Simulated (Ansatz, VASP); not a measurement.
Two plane-wave programs on Sn

File INCAR:

```
PREC = Accurate
ENCUT = 600
EDIFF = 1E-7
ISMEAR = -1
SIGMA = 0.05
LREAL = F
LASPH = T
NELM = 60
ALGO = Normal
ISIF = 3
LWAVE = F
LCHARG = F
GGA = B5
ALDAX = 1.0
AGGAX = 1.0
AGGAC = 1.0
ALDAC = 0.0
IVDW = 12
VDW_S6 = 1.0
VDW_S8 = 2.6996
VDW_A1 = 0.4298
VDW_A2 = 4.2359
IBRION = 2
NSW = 60
EDIFFG = -0.01
```

Contents of KPOINTS:

```
Automatic mesh
0
Gamma
  7 7 7
```

POSCAR

```
Sn
1.0
    0.0000000000      3.2333428000      3.2333428000
    3.2333428000      0.0000000000      3.2333428000
    3.2333428000      3.2333428000      0.0000000000
Sn
2
Direct
    0.7500000000      0.7500000000      0.7500000000
    0.5000000000      0.5000000000      0.5000000000
```

input.yaml

```yaml
crystal:
  lattice:
    - [0.0, 3.2333428, 3.2333428]
    - [3.2333428, 0.0, 3.2333428]
    - [3.2333428, 3.2333428, 0.0]
  atoms:
    - { symbol: Sn, position: [0.75, 0.75, 0.75] }
    - { symbol: Sn, position: [0.5, 0.5, 0.5] }
hamiltonian:
  xc: blyp
  pseudopotentials: { kind: paw }
  dispersion: d3bj
kpoints:
  mp_grid: { grid: [7, 7, 7] }
scf:
  occupations: { method: fermi_dirac, width: 0.05 }
output:
  forces: true
  stress: true
relax:
  f_tol: 0.01
  max_steps: 40
  cell: { stress_tol: 0.05 }
```

Alike in both runs: task relaxation of cell and atoms; functional BLYP; dispersion D3(BJ); k mesh 7 × 7 × 7; occupations fermi-dirac, width 0.05 eV; no spin polarisation.

|  | VASP | Ansatz |
| --- | --- | --- |
| version | VASP 6.6.1 | Ansatz 0.2.0 |
| potentials or method | VASP PAW PBE potentials, release 64 (Sn_d) | Ansatz PAW |
| plane-wave cutoff (eV) | 600 | 420 |
| valence electrons in the cell | 28 | 28 |

VASP gave:

| Property | Result |
| --- | --- |
| relaxed volume (Å³/atom) | 35.86 |
| relaxed cell length with the largest relative difference (Å) | 4.663 |

Question: Estimate Ansatz's values.

Answer: Relaxed volume (Å³/atom): 35.85; relaxed cell length with the largest relative difference (Å): 4.663.

VASP's potentials were made for PBE, not for BLYP.

Noted on Ansatz's run: the plane-wave basis is chosen anew once the cell has moved, so the energies of steps on either side of that aren't comparable.
